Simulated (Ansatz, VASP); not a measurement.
## KCl in VASP and in Ansatz

File INCAR:

```
SYSTEM = KCl
PREC     = Accurate       ! precision mode
ENCUT    = 520            ! plane-wave cutoff, eV
EDIFF    = 1E-8           ! SCF threshold, eV
ISMEAR   = -1             ! smearing method
SIGMA    = 0.03           ! smearing width, eV
LREAL    = .FALSE.        ! projectors in reciprocal space
LASPH    = .TRUE.         ! aspherical terms in the spheres
NELM     = 60             ! most SCF steps
ALGO     = Normal         ! electronic algorithm
ISIF     = 2              ! what is computed and relaxed
LWAVE    = .FALSE.        ! write WAVECAR
LCHARG   = .FALSE.        ! write CHGCAR
GGA      = PS             ! functional
LEFG     = .TRUE.       
NBANDS   = 15             ! bands
```

The input KPOINTS:

```
Automatic mesh
0
G
  7 7 7
  0 0 0
```

Contents of POSCAR:

```
KCl
1.0
    0.0000000000      3.0916717177      3.0916717177
    3.0916717177      0.0000000000      3.0916717177
    3.0916717177      3.0916717177      0.0000000000
K Cl
1 1
Direct
    0.0000000000      0.0000000000      0.0000000000
    0.5000000000      0.5000000000      0.5000000000
```

Input for Ansatz:

```yaml
crystal:
  lattice:
    - [0.0, 3.0916717177, 3.0916717177]
    - [3.0916717177, 0.0, 3.0916717177]
    - [3.0916717177, 3.0916717177, 0.0]
  atoms:
    - { symbol: K, position: [0.0, 0.0, 0.0] }
    - { symbol: Cl, position: [0.5, 0.5, 0.5] }
kpoints:
  mp_grid: { grid: [7, 7, 7] }
scf:
  occupations: { method: fermi_dirac, width: 0.03 }
hamiltonian:
  xc: pbesol
  pseudopotentials: { kind: paw }
output:
  forces: true
  stress: true
  eigenvalues: true
  efg: { contact_densities: true }
```

Change from the starting cell: volume scaled by 0.94, PAW files.

Alike in both runs: task electric field gradients; functional PBEsol; k mesh 7 × 7 × 7; occupations fermi-dirac, width 0.03 eV; no spin polarisation.

|  | VASP | Ansatz |
| --- | --- | --- |
| version | VASP 6.6.1 | Ansatz 0.2.0 |
| potentials or method | VASP PAW PBE potentials, release 64 (K_sv, Cl) | PAW with Ansatz's default frozen-core files, scalar-relativistic |
| plane-wave cutoff (eV) | 520 | 420 |
| valence electrons in the cell | 16 | 16 |

|  | VASP | Ansatz | Ansatz less VASP |
| --- | --- | --- | --- |
| gap on the k mesh at the Fermi level (eV) | 5.19 | 5.20 | +0.004 |
| pressure (GPa) | 0.6 | 0.6 | -0.06 |

VASP's potentials were made for PBE, not for PBEsol.
